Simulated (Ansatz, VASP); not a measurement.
## Two plane-wave programs on TiAl3

The input INCAR:

```
ALGO = Fast
EDIFF = 1E-7
ENCUT = 520
GGA = PE
ISIF = 2
ISMEAR = 0
LASPH = T
LCHARG = F
LREAL = F
LWAVE = F
NBANDS = 18
NELM = 60
PREC = Accurate
SIGMA = 0.1
```

KPOINTS

```
k-points
0
Gamma
  18 18 18
```

File POSCAR:

```
TiAl3
1.0
   -1.9227338852      1.9227338852      4.3111772302
    1.9227338852     -1.9227338852      4.3111772302
    1.9227338852      1.9227338852     -4.3111772302
Ti Al
1 3
Direct
    0.0000000000      0.0000000000      0.0000000000
    0.5000000000      0.5000000000      0.0000000000
    0.7500000000      0.2500000000      0.5000000000
    0.2500000000      0.7500000000      0.5000000000
```

Input for Ansatz:

```yaml
crystal:
  lattice:
    - [-1.9227338852, 1.9227338852, 4.3111772302]
    - [1.9227338852, -1.9227338852, 4.3111772302]
    - [1.9227338852, 1.9227338852, -4.3111772302]
  atoms:
    - { symbol: Ti, position: [0.0, 0.0, 0.0] }
    - { symbol: Al, position: [0.5, 0.5, 0.0] }
    - { symbol: Al, position: [0.75, 0.25, 0.5] }
    - { symbol: Al, position: [0.25, 0.75, 0.5] }
basis:
  ecutwfc: 420
kpoints:
  mp_grid: { grid: [18, 18, 18] }
  band_path:
    path:
      - [[0.0, 0.0, 0.0], [0.0, 0.0, 0.5], [0.25, 0.25, 0.25], [0.0, 0.5, 0.0], [0.0, 0.0, 0.0], [0.5, 0.5, -0.5], [0.29972635, 0.70027365, -0.29972635]]
      - [[-0.29972635, 0.29972635, 0.29972635], [0.0, 0.0, 0.0]]
      - [[0.0, 0.0, 0.5], [-0.09945271, 0.09945271, 0.5]]
      - [[0.5, 0.5, -0.09945271], [0.5, 0.5, -0.5]]
    npoints: 14
hamiltonian:
  xc: pbe
scf:
  occupations: { method: gaussian, width: 0.1 }
  n_extra_bands: 10
output:
  forces: true
  stress: true
  eigenvalues: true
  populations: true
  dos: { projected: true, de: 0.02, nscf_kmesh: { grid: [22, 22, 22] } }
  bader: true
  write_density: true
  write_potential: true
  elf: true
  volumetric_format: npy
```

Alike in both runs: task single point; functional PBE; k mesh 18 × 18 × 18; occupations gaussian, width 0.1 eV; no spin polarisation.

```csv
,VASP,Ansatz
version,VASP 6.6.1,Ansatz 0.2.0
potentials or method,"VASP PAW PBE potentials, release 64 (Ti_sv, Al), cutoff 520 eV","scalar-relativistic, plane waves, PAW"
valence electrons in the cell,21,21
```

|  | VASP | Ansatz | Ansatz less VASP |
| --- | --- | --- | --- |
| gap on the k mesh at the Fermi level (eV) | none | none | - |
| pressure (GPa) | 0.0 | 0.0 | +0.02 |

A gap of «none» marks a metal or a gap that the smearing closes.
